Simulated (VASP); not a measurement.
## Mg2NCl: dielectric tensor with PBEsol

Crystal: Mg2NCl.

```xyz
4
Lattice="1.6607 0.9588 6.0030 -1.6607 0.9588 6.0030 0.0000 -1.9176 6.0030" Properties=species:S:1:pos:R:3 pbc="T T T"
Mg    0.0000    0.0000    4.0127
Mg    0.0000    0.0000   13.9962
N     0.0000    0.0000    9.0045
Cl    0.0000    0.0000    0.0000
```

```yaml
Program: VASP 6.6.1
Task: dielectric tensor
Functional: PBEsol
Potentials_or_basis: VASP PAW PBE potentials, release 64 (Mg, N, Cl)
Cutoff: 520 eV
k_mesh: 7 × 7 × 7
Occupations: gaussian, width 0.01 eV
Spin: no spin polarisation
Dipole_correction: no
Further_INCAR_settings: ALGO = Normal; EDIFF = 1e-08
```

```
Band gap on the k mesh                  : 2.15 eV
Electronic dielectric tensor (diagonal) : 4.54, 4.54, 4.92
Born charges (mean of the diagonal)     : Mg +2.03; N -2.56; Cl -1.50 e
```

Levels at points of the mesh, in eV from the valence-band top:
| k point | band 4 | band 5 | band 6 | band 7 | band 8 | band 9 | band 10 | band 11 | band 12 |
| --- | --- | --- | --- | --- | --- | --- | --- | --- | --- |
| (0.00, 0.00, 0.00) | -2.32 | -2.32 | -1.01 | 0.00 | 0.00 | 2.15 | 5.23 | 8.30 | 8.81 |

Electronic dielectric tensor:
```
4.54 0.00 0.00
0.00 4.54 0.00
0.00 0.00 4.92
```

Born effective charge tensors (e):
atom 1, Mg
```
1.99 0.00 0.00
0.00 1.99 0.00
0.00 0.00 2.11
```
atom 2, Mg
```
1.99 0.00 0.00
0.00 1.99 0.00
0.00 0.00 2.11
```
atom 3, N
```
-2.75  0.00  0.00
 0.00 -2.75  0.00
 0.00  0.00 -2.18
```
atom 4, Cl
```
-1.22  0.00  0.00
 0.00 -1.22  0.00
 0.00  0.00 -2.05
```

Run time: 9.1 min on 1 thread of Intel(R) Xeon(R) 6975P-C (Granite Rapids), on a shared host, peak memory 0.51 GiB.

Caveat: an odd mesh through Γ misses points on the zone boundary, where band edges can lie.
